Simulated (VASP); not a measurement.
# PbS (Cmcm) in VASP: further runs

The runs below take PbS through single point, with r2SCAN.

Everything below comes from runs of VASP 6.6.1. Logs are shortened: lines on timing, memory, paths and dates and some standing lists are left out, and cuts for length are marked.

**1. The cell of the first run**

Symmetry: Cmcm, No. 63, orthorhombic system. The conventional cell has a = 4.160 Å, b = 11.983 Å, c = 4.279 Å, α = 90.00°, β = 90.00°, γ = 90.00°. Within 3.5 Å of Pb (site symmetry m2m) lie 5 S at 2.69 to 2.99 Å. Within 3.5 Å of S (site symmetry m2m) lie 5 Pb at 2.69 to 2.99 Å.

**2. Single point, r2SCAN**

The input, POSCAR:

```
PbS
1.0
    2.0799500000     -5.9913000000      0.0000000000
    2.0799500000      5.9913000000      0.0000000000
    0.0000000000      0.0000000000      4.2793200000
Pb S
2 2
Direct
    0.8694400000      0.1305600000      0.7500000000
    0.1305600000      0.8694400000      0.2500000000
    0.6452000000      0.3548000000      0.7500000000
    0.3548000000      0.6452000000      0.2500000000
```

The input, INCAR.step1:

```
SYSTEM = PbS
PREC = Accurate
ENCUT = 520
ISMEAR = 0
SIGMA = 0.01
LREAL = .FALSE.
LASPH = .TRUE.
NELM = 100
NBANDS = 28
GGA = PE
ALGO = Normal
EDIFF = 1E-4
LWAVE = .TRUE.
LCHARG = .FALSE.
```

The input, INCAR.step2:

```
SYSTEM = PbS
PREC = Accurate
ENCUT = 520
EDIFF = 1E-6
ISMEAR = 0
SIGMA = 0.01
LREAL = .FALSE.
LASPH = .TRUE.
NELM = 100
ALGO = Normal
ISIF = 2
LWAVE = .FALSE.
LCHARG = .FALSE.
METAGGA = R2SCAN
LMIXTAU = .TRUE.
NBANDS = 28
ISTART = 1
```

The input, KPOINTS:

```
regular mesh
0
G
  4 4 4
  0 0 0
```

Potentials or basis: VASP PAW PBE potentials, release 64 (Pb_d, S).

On the command line:

```
> cat potpaw_PBE.64/Pb_d/POTCAR potpaw_PBE.64/S/POTCAR > POTCAR
> cp INCAR.step1 INCAR
> mpirun -np 1 vasp_std > vasp.out
> cp INCAR.step2 INCAR
> mpirun -np 1 vasp_std > vasp.out
```

OUTCAR:

```text
SYSTEM = PbS
   PREC = Accurate
   ENCUT = 520
   EDIFF = 1E-6
   ISMEAR = 0
   LREAL = .FALSE.
   LASPH = .TRUE.
   NELM = 100
   ISIF = 2
   METAGGA = R2SCAN
   ISTART = 1

 ion  position               nearest neighbor table
   1  0.869  0.131  0.750-   3 2.69   4 2.99   4 2.99   4 2.99   4 2.99   2 3.79   2 3.79   2 4.13
                             2 4.13   2 4.13   2 4.13
   2  0.131  0.869  0.250-   4 2.69   3 2.99   3 2.99   3 2.99   3 2.99   1 3.79   1 3.79   1 4.13
                             1 4.13   1 4.13   1 4.13
   3  0.645  0.355  0.750-   1 2.69   2 2.99   2 2.99   2 2.99   2 2.99
   4  0.355  0.645  0.250-   2 2.69   1 2.99   1 2.99   1 2.99   1 2.99

  LATTYP: Found a base centered orthorhombic cell.
 ALAT       =     4.1599000000
 B/A-ratio  =     2.8805019351
 C/A-ratio  =     1.0287074209

  Lattice vectors:

 A1 = (   2.0799500000,  -5.9913000000,   0.0000000000)
 A2 = (   2.0799500000,   5.9913000000,   0.0000000000)
 A3 = (   0.0000000000,   0.0000000000,   4.2793200000)

Analysis of symmetry for initial positions (statically):
=====================================================================
 Subroutine PRICEL returns:
 Original cell was already a primitive cell.

 Routine SETGRP: Setting up the symmetry group for a
 base centered orthorhombic supercell.

 Subroutine GETGRP returns: Found  8 space group operations
 (whereof  4 operations were pure point group operations)
 out of a pool of  8 trial point group operations.

The static configuration has the point symmetry C_2h.
 The point group associated with its full space group is D_2h.

Analysis of symmetry for dynamics (positions and initial velocities):
=====================================================================
 Subroutine PRICEL returns:
 Original cell was already a primitive cell.

 Routine SETGRP: Setting up the symmetry group for a
 base centered orthorhombic supercell.

 Subroutine GETGRP returns: Found  8 space group operations
 (whereof  4 operations were pure point group operations)
 out of a pool of  8 trial point group operations.

The dynamic configuration has the point symmetry C_2h.
 The point group associated with its full space group is D_2h.

 Subroutine INISYM returns: Found  8 space group operations
 (whereof  4 operations are pure point group operations),
 and found     1 'primitive' translations

----------------------------------------------------------------------------------------

                                     Primitive cell

  volume of cell :     106.6544

  direct lattice vectors                    reciprocal lattice vectors
     2.079950000 -5.991300000  0.000000000     0.240390394 -0.083454342  0.000000000
     2.079950000  5.991300000  0.000000000     0.240390394  0.083454342  0.000000000
     0.000000000  0.000000000  4.279320000     0.000000000  0.000000000  0.233681987

  length of vectors
     6.342071246  6.342071246  4.279320000     0.254464474  0.254464474  0.233681987

  position of ions in fractional coordinates (direct lattice)
     0.869440000  0.130560000  0.750000000
     0.130560000  0.869440000  0.250000000
     0.645200000  0.354800000  0.750000000
     0.354800000  0.645200000  0.250000000

  ion indices of the primitive-cell ions
   primitive index   ion index
                 1           1
                 2           2
                 3           3
                 4           4

----------------------------------------------------------------------------------------

 KPOINTS: regular mesh

Automatic generation of k-mesh.
 Grid dimensions read from file:
 generate k-points for:    4    4    4

 Generating k-lattice:

  Cartesian coordinates                     Fractional coordinates (reciprocal lattice)
     0.060097598 -0.020863586  0.000000000     0.250000000  0.000000000  0.000000000
     0.060097598  0.020863586  0.000000000     0.000000000  0.250000000  0.000000000
     0.000000000  0.000000000  0.058420497     0.000000000  0.000000000  0.250000000

  Length of vectors
     0.063616119  0.063616119  0.058420497

  Shift w.r.t. Gamma in fractional coordinates (k-lattice)
     0.000000000  0.000000000  0.000000000

 Subroutine IBZKPT returns following result:
 ===========================================

 Found     21 irreducible k-points:

 Following reciprocal coordinates:
            Coordinates               Weight
  0.000000  0.000000  0.000000      1.000000
  0.250000  0.000000  0.000000      4.000000
  0.500000  0.000000  0.000000      2.000000
  0.250000  0.250000  0.000000      2.000000
  0.500000  0.250000  0.000000      4.000000
 -0.250000  0.250000  0.000000      2.000000
[... 13 lines left out ...]
 -0.250000  0.250000  0.500000      2.000000
  0.500000  0.500000  0.500000      1.000000
   k-points           NKPTS =     21   k-points in BZ     NKDIM =     21   number of bands    NBANDS=     28
   number of dos      NEDOS =    301   number of ions     NIONS =      4
   total plane-waves  NPLWV =  73728
   dimension x,y,z NGX =    48 NGY =   48 NGZ =   32
   dimension x,y,z NGXF=    96 NGYF=   96 NGZF=   64
   ions per type =               2   2
   NGX,Y,Z   is equivalent  to a cutoff of  12.58, 12.58, 12.43 a.u.
   NGXF,Y,Z  is equivalent  to a cutoff of  25.16, 25.16, 24.86 a.u.
 SYSTEM =  PbS
   PREC   = accura    normal or accurate (medium, high low for compatibility)
   ISTART =      1    job   : 0-new  1-cont  2-samecut
   ICHARG =      0    charge: 1-file 2-atom 10-const
   ISPIN  =      1    spin polarized calculation?
   LNONCOLLINEAR =      F non collinear calculations
   LSORBIT =      F    spin-orbit coupling
   LASPH  =      T    aspherical Exc in radial PAW
   ENCUT  =  520.0 eV  38.22 Ry    6.18 a.u.  11.79 11.79  7.96*2*pi/ulx,y,z
   NELM   =    100;   NELMIN=  2; NELMDL=  0     # of ELM steps
   EDIFF  = 0.1E-05   stopping-criterion for ELM
   LREAL  =      F    real-space projection
   EDIFFG = 0.1E-04   stopping-criterion for IOM
   NSW    =      0    number of steps for IOM
   IBRION =     -1    ionic relax: 0-MD 1-quasi-New 2-CG
   NFREE  =      0    steps in history (QN), initial steepest desc. (CG)
   ISIF   =      2    stress and relaxation
   ISYM   =      2    0-nonsym 1-usesym 2-fastsym
   POTIM  = 0.5000    time-step for ionic-motion
   TEBEG  =    0.0;   TEEND  =   0.0 temperature during run
   PSTRESS=    0.0 pullay stress
   NELECT =      40.0000    total number of electrons
   NUPDOWN=      -1.0000    fix difference up-down
   EMIN   =  10.00;   EMAX   =-10.00  energy-range for DOS
   EFERMI =   0.00;   METHOD = LEGACY
   ISMEAR =     0;   SIGMA  =   0.01  broadening in eV -4-tet -1-fermi 0-gaus
   EFERMI_NEDOS =   21; number of points for ismear=-14 and -15
   IALGO  =     38    algorithm
   IMIX   =      4    mixing-type and parameters
     AMIX     =   0.40;   BMIX     =  1.00
     AMIX_MAG =   1.60;   BMIX_MAG =  1.00
  volume/ion in A,a.u.               =      26.66       179.93
  Fermi-wavevector in a.u.,A,eV,Ry     =   1.180598  2.231006 18.963948  1.393811
  Thomas-Fermi vector in A             =   2.316887
   LORBIT       =      0    0 simple, 1 ext, 2 COOP (PROOUT), +10 PAW based schemes
   METAGGA = R2SCAN    functional components
   LHFCALC =     F    Hartree Fock is set to
   AEXX    =    0.0000 exact exchange contribution
   IVDW    =     0    specifies the selected vdW correction
   LEPSILON=     F    determine dielectric tensor
   LRPA    =     F    only Hartree local field effects (RPA)
 non-spin polarized calculation
 Gauss-broadening in eV      SIGMA  =   0.01
  energy-cutoff  :      520.00
  volume of cell :      106.65
 maximum number of plane-waves:      2904
   NGX = 23   NGY = 23   NGZ = 15

 number of electron      40.0000007 magnetization

 Free energy of the ion-electron system (eV)
  ---------------------------------------------------
  ext. energy  EPLUGINS =         0.00000000
  ---------------------------------------------------
  free energy    TOTEN  =      -131.14281470 eV

  energy without entropy =     -131.14281470  energy(sigma->0) =     -131.14281470

 E-fermi :   4.7215     XC(G=0): -10.1272

 val. band max:        4.6284101805   @ k =   0.0000   0.0000   0.5000
 cond. band min:       6.1791292905   @ k =   0.5000   0.5000   0.0000
 fundamental gap:      1.5507191100
 Fermi energy:         4.7215276617

 k-point     1 :       0.0000    0.0000    0.0000
  band No.  band energies     occupation
      1     -12.2352      2.00000
      2     -12.1269      2.00000
      3     -12.1196      2.00000
      4     -12.1098      2.00000
      5     -12.0792      2.00000
      6     -12.0779      2.00000
[... 20 lines left out ...]
     27      11.2831      0.00000
     28      12.2122      0.00000

 k-point     2 :       0.2500    0.0000    0.0000
  band No.  band energies     occupation
      1     -12.1986      2.00000
      2     -12.1140      2.00000
      3     -12.1095      2.00000
      4     -12.0959      2.00000
      5     -12.0922      2.00000
      6     -12.0860      2.00000
[... 20 lines left out ...]
     27      12.2336      0.00000
     28      13.1407      0.00000

 k-point     3 :       0.5000    0.0000    0.0000
  band No.  band energies     occupation
      1     -12.1417      2.00000
      2     -12.1323      2.00000
      3     -12.1156      2.00000
      4     -12.1153      2.00000
      5     -12.0840      2.00000
      6     -12.0823      2.00000
[... 20 lines left out ...]
     27      13.2398      0.00000
     28      14.4459      0.00000

 k-point     4 :       0.2500    0.2500    0.0000
  band No.  band energies     occupation
      1     -12.1420      2.00000
      2     -12.1320      2.00000
      3     -12.1232      2.00000
      4     -12.1048      2.00000
      5     -12.0872      2.00000
      6     -12.0752      2.00000
[... 485 lines left out ...]
     27      12.1506      0.00000
     28      12.1506      0.00000

 k-point    20 :      -0.2500    0.2500    0.5000
  band No.  band energies     occupation
      1     -12.1527      2.00000
      2     -12.1527      2.00000
      3     -12.1068      2.00000
      4     -12.1068      2.00000
      5     -12.0823      2.00000
      6     -12.0823      2.00000
[... 20 lines left out ...]
     27      14.7072      0.00000
     28      14.7072      0.00000

 k-point    21 :       0.5000    0.5000    0.5000
  band No.  band energies     occupation
      1     -12.1572      2.00000
      2     -12.1572      2.00000
      3     -12.1008      2.00000
      4     -12.1008      2.00000
      5     -12.0833      2.00000
      6     -12.0833      2.00000
[... 20 lines left out ...]
     27      13.8914      0.00000
     28      13.8914      0.00000

------------------------ aborting loop because EDIFF is reached ----------------------------------------

  FORCE on cell =-STRESS in cart. coord.  units (eV):
  Direction    XX          YY          ZZ          XY          YZ          ZX
  --------------------------------------------------------------------------------------
  -------------------------------------------------------------------------------------
  Total        0.0057551     -0.1957596     -0.0552521      0.0000000     -0.0000000      0.0000000
  in kB        0.0864537     -2.9407283     -0.8300050      0.0000000     -0.0000000      0.0000000
  external PRESSURE =      -1.2280932 kB  Pullay stress =       0.0000000 kB

 VOLUME and BASIS-vectors are now :
 -----------------------------------------------------------------------------
  energy-cutoff  :      520.00
  volume of cell :      106.65
      direct lattice vectors                 reciprocal lattice vectors
     2.079950000 -5.991300000  0.000000000     0.240390394 -0.083454342  0.000000000
     2.079950000  5.991300000  0.000000000     0.240390394  0.083454342  0.000000000
     0.000000000  0.000000000  4.279320000     0.000000000  0.000000000  0.233681987

 POSITION                                       TOTAL-FORCE (eV/Angst)
 -----------------------------------------------------------------------------------
      2.07995     -4.42685      3.20949         0.000000      0.010069      0.000000
      2.07995      4.42685      1.06983         0.000000     -0.010069      0.000000
      2.07995     -1.73987      3.20949         0.000000     -0.059910      0.000000
      2.07995      1.73987      1.06983         0.000000      0.059910      0.000000
 -----------------------------------------------------------------------------------
    total drift:                                0.000000     -0.000000      0.000000

  FREE ENERGIE OF THE ION-ELECTRON SYSTEM (eV)
  ---------------------------------------------------
  free  energy   TOTEN  =      -131.1428146977 eV

  energy  without entropy=     -131.1428146977  energy(sigma->0) =     -131.14281470
```

Wall time 2.8 min (1 thread of Intel Xeon Platinum 8488C (Sapphire Rapids), shared host); peak memory 0.3 GiB.

What came out:

```yaml
Free_energy: -131.1428 eV
Pressure: -0.1 GPa
Largest_force: 0.060 eV/Å
Band_gap_on_the_k_mesh: 1.55 eV, indirect (least direct gap 1.94 eV)
```

Forces in eV/Å, atoms in the order of the input:
```
Pb   0.000  0.010  0.000
Pb   0.000 -0.010  0.000
S    0.000 -0.060  0.000
S    0.000  0.060  0.000
```

Stress tensor (GPa, compression positive):
```
 0.01  0.00  0.00
 0.00 -0.29  0.00
 0.00  0.00 -0.08
```

Levels at points of the mesh, in eV from the valence-band top:
| k point | band 16 | band 17 | band 18 | band 19 | band 20 | band 21 | band 22 | band 23 | band 24 | band 25 |
| --- | --- | --- | --- | --- | --- | --- | --- | --- | --- | --- |
| (0.00, 0.00, 0.00) | -2.93 | -2.37 | -1.62 | -1.45 | -0.42 | 5.18 | 5.22 | 5.37 | 6.12 | 6.27 |
| (0.50, 0.00, 0.00) | -1.97 | -1.32 | -1.14 | -0.25 | -0.24 | 2.23 | 2.28 | 2.63 | 3.42 | 3.59 |
| (0.50, 0.50, 0.00) | -2.61 | -1.91 | -1.84 | -1.29 | -0.39 | 1.55 | 4.95 | 5.34 | 5.48 | 6.05 |
| (0.00, 0.00, 0.50) | -2.70 | -1.09 | -1.09 | 0.00 | 0.00 | 2.27 | 2.27 | 3.20 | 3.20 | 5.51 |
| (0.50, 0.00, 0.50) | -4.29 | -3.08 | -3.08 | -1.41 | -1.41 | 3.88 | 3.88 | 5.79 | 5.79 | 6.95 |
| (0.50, 0.50, 0.50) | -1.20 | -1.18 | -1.18 | -0.30 | -0.30 | 2.14 | 2.14 | 3.62 | 3.62 | 3.92 |

Caveat: the PAW data sets were made with another functional, which shifts forces and pressure a little; spin-orbit coupling is left out, which moves the levels of the heavy elements. A k mesh can miss the band edges.

**3. Single point, r2SCAN**

POSCAR is that of step 2.

The input, INCAR.step1:

```
  ALGO = Normal
  EDIFF = 1E-4
  ENCUT = 520
  GGA = PE
  ISMEAR = 0
  LASPH = True
  LCHARG = False
  LREAL = False
  LWAVE = True
  NBANDS = 28
  NELM = 60
  PREC = Accurate
  SIGMA = 0.01
```

The input, INCAR.step2:

```
  ALGO = Normal
  EDIFF = 1E-6
  ENCUT = 520
  ISIF = 2
  ISMEAR = 0
  ISTART = 1
  LASPH = True
  LCHARG = False
  LMIXTAU = True
  LREAL = False
  LWAVE = False
  METAGGA = R2SCAN
  NBANDS = 28
  NELM = 60
  PREC = Accurate
  SIGMA = 0.01
```

The input, KPOINTS:

```
k-points
0
Gamma
  4 4 4
```

Potentials or basis: VASP PAW PBE potentials, release 64 (Pb_d, S).

On the command line:

```
> cat potpaw_PBE.64/Pb_d/POTCAR potpaw_PBE.64/S/POTCAR > POTCAR
> cp INCAR.step1 INCAR
> mpirun -np 1 vasp_std > vasp.out
> cp INCAR.step2 INCAR
> mpirun -np 1 vasp_std > vasp.out
```

Wall time 2.8 min (1 thread of Intel Xeon Platinum 8488C (Sapphire Rapids), shared host); peak memory 0.31 GiB.

It converged, with:

```
Free energy            : -131.1428 eV
Pressure               : -0.1 GPa
Largest force          : 0.060 eV/Å
Band gap on the k mesh : 1.55 eV, indirect (least direct gap 1.94 eV)
```

Forces on the atoms (eV/Å):
```
Pb   0.000  0.010  0.000
Pb   0.000 -0.010  0.000
S    0.000 -0.060  0.000
S    0.000  0.060  0.000
```

Stress tensor (GPa, compression positive):
```
 0.01  0.00  0.00
 0.00 -0.29  0.00
 0.00  0.00 -0.08
```

Levels at points of the mesh, in eV from the valence-band top:
| k point | band 16 | band 17 | band 18 | band 19 | band 20 | band 21 | band 22 | band 23 | band 24 | band 25 |
| --- | --- | --- | --- | --- | --- | --- | --- | --- | --- | --- |
| (0.00, 0.00, 0.00) | -2.93 | -2.37 | -1.62 | -1.45 | -0.42 | 5.18 | 5.22 | 5.37 | 6.12 | 6.27 |
| (0.50, 0.00, 0.00) | -1.97 | -1.32 | -1.14 | -0.25 | -0.24 | 2.23 | 2.28 | 2.63 | 3.42 | 3.59 |
| (0.50, 0.50, 0.00) | -2.61 | -1.91 | -1.84 | -1.29 | -0.39 | 1.55 | 4.95 | 5.34 | 5.48 | 6.05 |
| (0.00, 0.00, 0.50) | -2.70 | -1.09 | -1.09 | 0.00 | 0.00 | 2.27 | 2.27 | 3.20 | 3.20 | 5.51 |
| (0.50, 0.00, 0.50) | -4.29 | -3.08 | -3.08 | -1.41 | -1.41 | 3.88 | 3.88 | 5.79 | 5.79 | 6.95 |
| (0.50, 0.50, 0.50) | -1.20 | -1.18 | -1.18 | -0.30 | -0.30 | 2.14 | 2.14 | 3.62 | 3.62 | 3.92 |

Caveat: the PAW data sets were made with another functional, which shifts forces and pressure a little; spin-orbit coupling is left out, which moves the levels of the heavy elements. A k mesh can miss the band edges.
